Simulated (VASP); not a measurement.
Set up this calculation in VASP 6.6.1, as the native input.

- Task: relaxation of cell and atoms
- Functional: LDA
- Potentials or basis: VASP PAW LDA potentials, release 64 (B, N)
- Cutoff: 600 eV
- k mesh: 10 × 10 × 10
- Occupations: gaussian, width 0.1 eV
- Spin: no spin polarisation
- Dipole correction: no
- Further INCAR settings: ALGO = Normal; EDIFF = 1e-07; IBRION = 2; EDIFFG = -0.05; NSW = 100; ISIF = 3

The structure of BN lies in POSCAR:

```
BN
1.0
    0.0000000000      1.8050000000      1.8050000000
    1.8050000000      0.0000000000      1.8050000000
    1.8050000000      1.8050000000      0.0000000000
B N
1 1
Direct
    0.0000000000      0.0000000000      0.0000000000
    0.2500000000      0.2500000000      0.2500000000
```

The input as run:

INCAR

```
SYSTEM = BN
PREC = Accurate
ENCUT = 600
EDIFF = 1E-7
ISMEAR = 0
SIGMA = 0.1
LREAL = .FALSE.
LASPH = .TRUE.
NELM = 120
ALGO = Normal
ISIF = 3
LWAVE = .FALSE.
LCHARG = .FALSE.
GGA = CA
IBRION = 2
NSW = 100
EDIFFG = -0.05
GGA_COMPAT = .FALSE.
NELMIN = 4
```

KPOINTS

```
regular mesh
0
G
  10 10 10
  0 0 0
```

Potentials or basis: VASP PAW LDA potentials, release 64 (B, N).

Launch:

```sh
$ cat potpaw_LDA.64/B/POTCAR potpaw_LDA.64/N/POTCAR > POTCAR
$ mpirun -np 1 vasp_std > vasp.out
```

It gave:

```json
{"Relaxed volume": "5.75 Å³/atom", "Relaxed cell": "a = 2.533 Å, b = 2.533 Å, c = 2.533 Å, α = 60.00°, β = 60.00°, γ = 60.00°", "Space group after relaxing (to 0.1 Å)": "F-43m (No. 216)", "Energy gained by relaxing": "3.7 meV/atom", "Ionic steps": "3", "Pressure after relaxing": "0.0 GPa", "Band gap on the k mesh": "4.38 eV (least direct gap 8.81 eV)"}
```

It took 7.2 s on 1 thread of Intel(R) Xeon(R) 6975P-C (Granite Rapids), with other jobs on the host, peak memory 0.11 GiB.
